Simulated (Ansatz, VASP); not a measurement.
**KBr in VASP and in Ansatz**

POSCAR

```
KBr
1.0
    0.0000000000      3.3000000000      3.3000000000
    3.3000000000      0.0000000000      3.3000000000
    3.3000000000      3.3000000000      0.0000000000
Br K
1 1
Direct
    0.5000000000      0.5000000000      0.5000000000
    0.0000000000      0.0000000000      0.0000000000
```

INCAR.step1

```
  PREC = Accurate
  ENCUT = 520
  EDIFF = 1E-5
  ISMEAR = -1
  SIGMA = 0.05
  LREAL = False
  LASPH = True
  NELM = 60
  ALGO = Normal
  ISIF = 2
  LWAVE = True
  GGA = PE
  NBANDS = 15
```

Contents of INCAR.step2:

```
  PREC = Accurate
  ENCUT = 520
  EDIFF = 1E-7
  ISMEAR = -1
  SIGMA = 0.05
  LREAL = False
  LASPH = True
  NELM = 60
  ALGO = Normal
  ISIF = 2
  LWAVE = False
  LCHARG = True
  GGA = PE
  LHFCALC = True
  AEXX = 0.5
  HFSCREEN = 0.2
  PRECFOCK = Normal
  LELF = True
  LVHAR = True
  ISTART = 1
  NBANDS = 15
```

Contents of KPOINTS:

```
Automatic mesh
0
Gamma
  4 4 4
```

File input.yaml:

```yaml
crystal:
  lattice:
    - [0.0, 3.3, 3.3]
    - [3.3, 0.0, 3.3]
    - [3.3, 3.3, 0.0]
  atoms:
    - { symbol: Br, position: [0.5, 0.5, 0.5] }
    - { symbol: K, position: [0.0, 0.0, 0.0] }
kpoints:
  mp_grid: { grid: [4, 4, 4] }
scf:
  occupations: { method: fermi_dirac, width: 0.05 }
hamiltonian:
  xc: { preset: hse06, exx: { coeff: 0.5, omega: 0.2 } }
  pseudopotentials: { kind: all_electron, datasets: crystal }
output:
  forces: true
  stress: true
```

Alike in both runs: task single point; functional PBE-based screened hybrid; k mesh 4 × 4 × 4; occupations fermi-dirac, width 0.05 eV; no spin polarisation.

|  | VASP | Ansatz |
| --- | --- | --- |
| version | VASP 6.6.1 | Ansatz 0.2.0 |
| potentials or method | VASP PAW PBE potentials, release 64 (Br, K_sv), cutoff 520 eV | all-electron PAW datasets made for the crystal |

|  | VASP | Ansatz | Ansatz less VASP |
| --- | --- | --- | --- |
| gap on the k mesh at the Fermi level (eV) | 6.85 | 6.86 | +0.007 |
| least direct gap on the mesh (eV) | 6.85 | 6.86 | +0.007 |
| pressure (GPa) | 0.2 | 0.2 | 0.00 |

VASP's potentials were made for PBE, not for PBE-based screened hybrid. Ansatz ran all-electron here, and VASP with PAW potentials.
